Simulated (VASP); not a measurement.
# LiBr (Fm-3m) in VASP: a series of runs

LiBr is run at these levels: r2SCAN, HSE06; tasks: single point.

All numbers are computed with VASP 6.6.1; they aren't measurements. Logs are shortened: lines on timing, memory, paths and dates and some standing lists are left out, and cuts for length are marked.

### 1 The cell of the first run

The structure is cubic, space group Fm-3m (No. 225). The conventional cell has a = 5.479 Å, b = 5.479 Å, c = 5.479 Å, α = 90.00°, β = 90.00°, γ = 90.00°. Within 3.6 Å of Li (site symmetry m-3m) lie 6 Br at 2.74 Å. Within 3.6 Å of Br (site symmetry m-3m) lie 6 Li at 2.74 Å.

### 2 Single point, r2SCAN

Contents of POSCAR:

```
LiBr
1.0
    0.0000000000      2.7395485832      2.7395485832
    2.7395485832      0.0000000000      2.7395485832
    2.7395485832      2.7395485832      0.0000000000
Li Br
1 1
Direct
    0.0000000000      0.0000000000      0.0000000000
    0.5000000000      0.5000000000      0.5000000000
```

Contents of INCAR.step1:

```
SYSTEM = LiBr
ALGO = Normal
EDIFF = 1E-5
ENCUT = 830
GGA = PE
GGA_COMPAT = .False.
ISMEAR = 0
LASPH = .True.
LCHARG = .False.
LREAL = .False.
LWAVE = .True.
NBANDS = 12
NELM = 120
PREC = Accurate
SIGMA = 0.01
```

Contents of INCAR.step2:

```
SYSTEM = LiBr
ALGO = Normal
EDIFF = 1E-6
ENCUT = 830
GGA_COMPAT = .False.
ISIF = 2
ISMEAR = 0
ISTART = 1
LASPH = .True.
LCHARG = .False.
LMIXTAU = .True.
LREAL = .False.
LWAVE = .False.
METAGGA = R2SCAN
NBANDS = 12
NELM = 120
PREC = Accurate
SIGMA = 0.01
```

Contents of KPOINTS:

```
k-points
0
Gamma
  4 4 4
  0 0 0
```

Potentials or basis: VASP PAW PBE potentials, release 64 (Li_sv, Br).

Command:

```sh
$ cat potpaw_PBE.64/Li_sv/POTCAR potpaw_PBE.64/Br/POTCAR > POTCAR
$ cp INCAR.step1 INCAR
$ mpirun -np 1 vasp_std > vasp.out
$ cp INCAR.step2 INCAR
$ mpirun -np 1 vasp_std > vasp.out
```

OUTCAR:

```text
SYSTEM = LiBr
   EDIFF = 1E-6
   ENCUT = 830
   ISIF = 2
   ISMEAR = 0
   ISTART = 1
   LASPH = .True.
   LREAL = .False.
   METAGGA = R2SCAN
   NELM = 120
   PREC = Accurate

 ion  position               nearest neighbor table
   1  0.000  0.000  0.000-
   2  0.500  0.500  0.500-

  LATTYP: Found a face centered cubic cell.
 ALAT       =     5.4790971664

  Lattice vectors:

 A1 = (   0.0000000000,   2.7395485832,   2.7395485832)
 A2 = (   2.7395485832,   0.0000000000,   2.7395485832)
 A3 = (   2.7395485832,   2.7395485832,   0.0000000000)

Analysis of symmetry for initial positions (statically):
=====================================================================
 Subroutine PRICEL returns:
 Original cell was already a primitive cell.

 Routine SETGRP: Setting up the symmetry group for a
 face centered cubic supercell.

 Subroutine GETGRP returns: Found 48 space group operations
 (whereof 48 operations were pure point group operations)
 out of a pool of 48 trial point group operations.

The static configuration has the point symmetry O_h .

Analysis of symmetry for dynamics (positions and initial velocities):
=====================================================================
 Subroutine PRICEL returns:
 Original cell was already a primitive cell.

 Routine SETGRP: Setting up the symmetry group for a
 face centered cubic supercell.

 Subroutine GETGRP returns: Found 48 space group operations
 (whereof 48 operations were pure point group operations)
 out of a pool of 48 trial point group operations.

The dynamic configuration has the point symmetry O_h .

 Subroutine INISYM returns: Found 48 space group operations
 (whereof 48 operations are pure point group operations),
 and found     1 'primitive' translations

----------------------------------------------------------------------------------------

                                     Primitive cell

  volume of cell :      41.1213

  direct lattice vectors                    reciprocal lattice vectors
     0.000000000  2.739548583  2.739548583    -0.182511821  0.182511821  0.182511821
     2.739548583  0.000000000  2.739548583     0.182511821 -0.182511821  0.182511821
     2.739548583  2.739548583  0.000000000     0.182511821  0.182511821 -0.182511821

  length of vectors
     3.874306761  3.874306761  3.874306761     0.316119747  0.316119747  0.316119747

  position of ions in fractional coordinates (direct lattice)
     0.000000000  0.000000000  0.000000000
     0.500000000  0.500000000  0.500000000

[... 67 lines left out ...]
   POTIM  = 0.5000    time-step for ionic-motion
   TEBEG  =    0.0;   TEEND  =   0.0 temperature during run
   PSTRESS=    0.0 pullay stress
   NELECT =      10.0000    total number of electrons
   NUPDOWN=      -1.0000    fix difference up-down
   EMIN   =  10.00;   EMAX   =-10.00  energy-range for DOS
   EFERMI =   0.00;   METHOD = LEGACY
   ISMEAR =     0;   SIGMA  =   0.01  broadening in eV -4-tet -1-fermi 0-gaus
   EFERMI_NEDOS =   21; number of points for ismear=-14 and -15
   IALGO  =     38    algorithm
   IMIX   =      4    mixing-type and parameters
     AMIX     =   0.40;   BMIX     =  1.00
     AMIX_MAG =   1.60;   BMIX_MAG =  1.00
  volume/ion in A,a.u.               =      20.56       138.75
  Fermi-wavevector in a.u.,A,eV,Ry     =   1.021847  1.931011 14.206810  1.044171
  Thomas-Fermi vector in A             =   2.155494
   LORBIT       =      0    0 simple, 1 ext, 2 COOP (PROOUT), +10 PAW based schemes
   METAGGA = R2SCAN    functional components
   LHFCALC =     F    Hartree Fock is set to
   AEXX    =    0.0000 exact exchange contribution
   IVDW    =     0    specifies the selected vdW correction
   LEPSILON=     F    determine dielectric tensor
   LRPA    =     F    only Hartree local field effects (RPA)
 non-spin polarized calculation
 Gauss-broadening in eV      SIGMA  =   0.01
  energy-cutoff  :      830.00
  volume of cell :       41.12
 maximum number of plane-waves:      2252
   NGX = 19   NGY = 19   NGZ = 19

 number of electron      10.0000001 magnetization

 Free energy of the ion-electron system (eV)
  ---------------------------------------------------
  ext. energy  EPLUGINS =         0.00000000
  ---------------------------------------------------
  free energy    TOTEN  =       -19.14232940 eV

  energy without entropy =      -19.14232940  energy(sigma->0) =      -19.14232940

 E-fermi :   0.1217     XC(G=0):  -8.8485

 val. band max:        0.0225341804   @ k =   0.0000   0.0000   0.0000
 cond. band min:       5.9494423961   @ k =   0.0000   0.0000   0.0000
 fundamental gap:      5.9269082157
 Fermi energy:         0.1216982749

 k-point     1 :       0.0000    0.0000    0.0000
  band No.  band energies     occupation
      1     -45.7081      2.00000
      2     -13.9182      2.00000
      3       0.0225      2.00000
      4       0.0225      2.00000
      5       0.0225      2.00000
      6       5.9494      0.00000
      7      11.2447      0.00000
      8      11.2447      0.00000
      9      11.2447      0.00000
     10      13.5168      0.00000
     11      13.5168      0.00000
     12      13.5168      0.00000
[... 91 lines left out ...]
 k-point     8 :      -0.2500    0.5000    0.2500
  band No.  band energies     occupation
      1     -45.7067      2.00000
      2     -13.2096      2.00000
      3      -2.1767      2.00000
      4      -2.1767      2.00000
      5      -1.1398      2.00000
      6       8.9491      0.00000
      7       9.5010      0.00000
      8      10.2779      0.00000
      9      10.2779      0.00000
     10      15.2807      0.00000
     11      15.2807      0.00000
     12      18.4344      0.00000

------------------------ aborting loop because EDIFF is reached ----------------------------------------

  FORCE on cell =-STRESS in cart. coord.  units (eV):
  Direction    XX          YY          ZZ          XY          YZ          ZX
  --------------------------------------------------------------------------------------
  -------------------------------------------------------------------------------------
  Total       -0.0690707     -0.0690707     -0.0690707     -0.0000000     -0.0000000      0.0000000
  in kB       -2.6911484     -2.6911484     -2.6911484     -0.0000000     -0.0000000      0.0000000
  external PRESSURE =      -2.6911484 kB  Pullay stress =       0.0000000 kB

 VOLUME and BASIS-vectors are now :
 -----------------------------------------------------------------------------
  energy-cutoff  :      830.00
  volume of cell :       41.12
      direct lattice vectors                 reciprocal lattice vectors
     0.000000000  2.739548583  2.739548583    -0.182511821  0.182511821  0.182511821
     2.739548583  0.000000000  2.739548583     0.182511821 -0.182511821  0.182511821
     2.739548583  2.739548583  0.000000000     0.182511821  0.182511821 -0.182511821

 POSITION                                       TOTAL-FORCE (eV/Angst)
 -----------------------------------------------------------------------------------
      0.00000      0.00000      0.00000         0.000000     -0.000000     -0.000000
      2.73955      2.73955      2.73955        -0.000000      0.000000      0.000000
 -----------------------------------------------------------------------------------
    total drift:                                0.000000      0.000000      0.000000

  FREE ENERGIE OF THE ION-ELECTRON SYSTEM (eV)
  ---------------------------------------------------
  free  energy   TOTEN  =       -19.1423293955 eV

  energy  without entropy=      -19.1423293955  energy(sigma->0) =      -19.14232940
```

OSZICAR.step1:

```text
N       E                     dE             d eps       ncg     rms          rms(c)
DAV:   1     0.502446513661E+02    0.50245E+02   -0.47200E+03   192   0.101E+03
DAV:   2    -0.355005022651E+01   -0.53795E+02   -0.51957E+02   256   0.160E+02
DAV:   3    -0.660127539178E+01   -0.30512E+01   -0.30424E+01   260   0.387E+01
DAV:   4    -0.665759559851E+01   -0.56320E-01   -0.56302E-01   256   0.525E+00
DAV:   5    -0.665798108617E+01   -0.38549E-03   -0.38548E-03   240   0.453E-01    0.195E+00
DAV:   6    -0.662444076425E+01    0.33540E-01   -0.64351E-02   240   0.117E+00    0.120E+00
DAV:   7    -0.662672407486E+01   -0.22833E-02   -0.39261E-02   276   0.107E+00    0.441E-01
DAV:   8    -0.662914314241E+01   -0.24191E-02   -0.44119E-03   228   0.451E-01    0.672E-02
DAV:   9    -0.662913579042E+01    0.73520E-05   -0.10819E-04   236   0.790E-02    0.246E-02
DAV:  10    -0.662917059817E+01   -0.34808E-04   -0.53174E-05   232   0.491E-02    0.135E-02
DAV:  11    -0.662917123877E+01   -0.64060E-06   -0.42460E-06   140   0.124E-02
   1 F= -.66291712E+01 E0= -.66291712E+01  d E =-.413750E-35
```

Run time: 26 s. Hardware: 1 thread of Intel Xeon Platinum 8488C (Sapphire Rapids), shared host; peak memory 0.22 GiB.

Results:

- Free energy: -19.1423 eV
- Pressure: -0.3 GPa
- Band gap on the k mesh: 5.93 eV

Caveat: the k points lie up to 0.50 Å⁻¹ apart; the PAW data sets were made with another functional, which shifts forces and pressure a little. A k mesh can miss the band edges.

### 3 Single point, HSE06

POSCAR is that of step 2.

Contents of INCAR.step1:

```
SYSTEM = LiBr
ALGO = Normal ; EDIFF = 1E-5
ENCUT = 650 ; GGA = PE
GGA_COMPAT = .False. ; ISIF = 2
ISMEAR = 0 ; LASPH = .True.
LCHARG = .False. ; LREAL = .False.
LWAVE = .True. ; NBANDS = 12
NELM = 120 ; PREC = Accurate
SIGMA = 0.01
```

Contents of INCAR.step2:

```
SYSTEM = LiBr
ALGO = Normal ; EDIFF = 1E-6
ENCUT = 650 ; GGA = PE
GGA_COMPAT = .False. ; HFSCREEN = 0.2079
ISIF = 2 ; ISMEAR = 0
ISTART = 1 ; LASPH = .True.
LCHARG = .False. ; LHFCALC = .True.
LREAL = .False. ; LWAVE = .False.
NBANDS = 12 ; NELM = 120
PREC = Accurate ; PRECFOCK = Normal
SIGMA = 0.01
```

KPOINTS is that of step 2.

Potentials or basis: VASP PAW PBE potentials, release 64 (Li_sv, Br).

Command:

```sh
$ cat potpaw_PBE.64/Li_sv/POTCAR potpaw_PBE.64/Br/POTCAR > POTCAR
$ cp INCAR.step1 INCAR
$ mpirun -np 1 vasp_std > vasp.out
$ cp INCAR.step2 INCAR
$ mpirun -np 1 vasp_std > vasp.out
```

Wall time 2.8 min (1 thread of Intel Xeon Platinum 8488C (Sapphire Rapids), shared host); peak memory 0.28 GiB.

Results (log left out):

* Free energy: -7.5939 eV
* Pressure: -0.1 GPa
* Band gap on the k mesh: 6.21 eV

Levels at points of the mesh, in eV from the valence-band top:
| k point | band 3 | band 4 | band 5 | band 6 | band 7 | band 8 |
| --- | --- | --- | --- | --- | --- | --- |
| (0.00, 0.00, 0.00) | 0.00 | 0.00 | 0.00 | 6.21 | 11.82 | 11.82 |
| (0.50, 0.00, 0.00) | -3.17 | -0.29 | -0.29 | 6.82 | 9.40 | 9.40 |
| (0.50, 0.50, 0.00) | -3.15 | -1.25 | -1.25 | 7.48 | 8.24 | 13.24 |

Caveat: the k points lie up to 0.50 Å⁻¹ apart; the PAW data sets were made with another functional, which shifts forces and pressure a little.
